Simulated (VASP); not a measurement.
## KRh: single point with PBE

KRh:

```xyz
2
Lattice="2.8920 0.0000 0.0000 -1.4460 2.5046 0.0000 0.0000 0.0000 5.7683" Properties=species:S:1:pos:R:3 pbc="T T T"
K     0.0000    0.0000    0.0000
Rh    0.0000    0.0000    2.8842
```

The cell was generated, and may not be a known phase.

```json
{"Program": "VASP 6.6.1", "Task": "single point", "Functional": "PBE", "Potentials or basis": "VASP PAW PBE potentials, release 64 (K_sv, Rh_pv)", "Cutoff": "520 eV", "k mesh": "24 × 24 × 10", "Occupations": "gaussian, width 0.1 eV", "Spin": "no spin polarisation"}
```

```
Pressure               : 0.3 GPa
Band gap on the k mesh : zero (bands 12 and 13 overlap by 1.10 eV)
```

Stress tensor (GPa, compression positive):
```
0.23 0.00 0.00
0.00 0.23 0.00
0.00 0.00 0.32
```

Levels at points of the mesh, in eV from the Fermi level:
| k point | band 8 | band 9 | band 10 | band 11 | band 12 | band 13 | band 14 | band 15 | band 16 | band 17 |
| --- | --- | --- | --- | --- | --- | --- | --- | --- | --- | --- |
| (0.00, 0.00, 0.00) | -4.56 | -2.29 | -1.36 | -1.36 | 0.17 | 0.17 | 1.27 | 1.51 | 5.48 | 5.48 |
| (0.50, 0.00, 0.00) | -3.28 | -2.69 | -1.03 | -0.31 | 1.01 | 1.30 | 2.14 | 3.16 | 5.43 | 7.20 |
| (0.00, 0.00, 0.50) | -4.14 | -1.36 | -1.36 | -1.25 | -1.13 | 0.20 | 0.20 | 2.32 | 5.47 | 5.47 |
| (0.50, 0.00, 0.50) | -3.25 | -2.32 | -0.33 | -0.25 | 0.43 | 1.01 | 1.08 | 4.83 | 5.65 | 6.40 |

Run time: 9.8 min on 1 thread of Oxide Virtual Turin-like Processor (shared host), peak memory 0.36 GiB.
